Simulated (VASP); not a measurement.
The system is TaSb.

```
CELL_PARAMETERS angstrom
2.92020 0.00000 0.00000
0.00000 2.92020 0.00000
0.00000 0.00000 5.67656
ATOMIC_POSITIONS crystal
Ta 0.00000 0.00000 0.50000
Sb 0.00000 0.00000 0.00000
```

```yaml
Program: VASP 6.6.1
Task: relaxation of cell and atoms
Functional: PBE
Potentials_or_basis: VASP PAW PBE potentials, release 64 (Ta_pv, Sb)
Cutoff: 600 eV
k_mesh: 14 × 14 × 8
Occupations: gaussian, width 0.1 eV
Spin: no spin polarisation
```

At the start: pressure -0.0 GPa; volume 24.20 Å³/atom.

Problem. Where does the relaxation end?

Solution. Over 5 steps the energy falls by 2.9 meV/atom and the volume is 24.30 Å³/atom (+0.4 %); space group P4/mmm (No. 123, to 0.05 Å).

The path:
| step | energy change (eV) | largest force (eV/Å) | pressure (GPa) | volume (Å³) |
| --- | --- | --- | --- | --- |
| 1 | 0.0000 | 0.0000 | -0.01 | 48.41 |
| 2 | -0.0053 | 0.0000 | 0.53 | 48.38 |
| 3 | -0.0055 | 0.0000 | 0.42 | 48.39 |
| 4 | -0.0055 | 0.0000 | -0.40 | 48.81 |
| 5 | -0.0058 | 0.0000 | 0.00 | 48.60 |

Final structure:
```
Ta Sb
1.0
     2.94271    0.00000    0.00000
     0.00000    2.94271    0.00000
     0.00000    0.00000    5.61272
Ta Sb
1 1
Direct
  0.00000 0.00000 0.50000
  0.00000 0.00000 0.00000
```
